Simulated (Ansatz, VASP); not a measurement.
# Ce: VASP beside Ansatz

Contents of INCAR:

```
SYSTEM = Ce
PREC = Accurate ; ENCUT = 500
EDIFF = 1E-6 ; ISMEAR = 0
SIGMA = 1.0 ; LREAL = .FALSE.
LASPH = .TRUE. ; NELM = 200
ALGO = Normal ; ISIF = 2
LWAVE = .FALSE. ; LCHARG = .FALSE.
GGA = PE ; NBANDS = 12
GGA_COMPAT = .FALSE. ; LMAXMIX = 6
```

KPOINTS

```
regular mesh
0
G
  11 11 11
  0 0 0
```

The input POSCAR:

```
Ce
1.0
    0.0000000000      2.3774557595      2.3774557595
    2.3774557595      0.0000000000      2.3774557595
    2.3774557595      2.3774557595      0.0000000000
Ce
1
Direct
    0.0000000000      0.0000000000      0.0000000000
```

Input for Ansatz:

```yaml
crystal:
  lattice:
    - [0.0, 2.3774557595, 2.3774557595]
    - [2.3774557595, 0.0, 2.3774557595]
    - [2.3774557595, 2.3774557595, 0.0]
  atoms:
    - { symbol: Ce, position: [0.0, 0.0, 0.0] }
hamiltonian:
  xc: pbe
  pseudopotentials:
    kind: paw
    azcp:
      Ce: "pseudopotentials/Ce.paw.azcp"
basis:
  ecutwfc: 420
  fft_grid_basis: typed
kpoints:
  mp_grid: { grid: [11, 11, 11], shift: [0, 0, 0] }
magnetization:
  spin_polarized: false
scf:
  occupations: { method: gaussian, width: 1.0 }
  lower_state_search: "off"
output:
  stress: true
```

Alike in both runs: task single point; functional PBE; k mesh 11 × 11 × 11; occupations gaussian, width 1 eV; no spin polarisation.

```csv
,VASP,Ansatz
version,VASP 6.6.1,Ansatz 0.2.0
potentials or method,"VASP PAW PBE potentials, release 64 (Ce), cutoff 500 eV","plane waves (420 eV) with PAW, scalar-relativistic"
valence electrons in the cell,12,12
```

|  | VASP | Ansatz | Ansatz less VASP |
| --- | --- | --- | --- |
| pressure (GPa) | 5.9 | 6.4 | +0.44 |

With one functional, cell and mesh, what is left measures potentials, basis and numerics.

Spin-orbit coupling is off throughout.
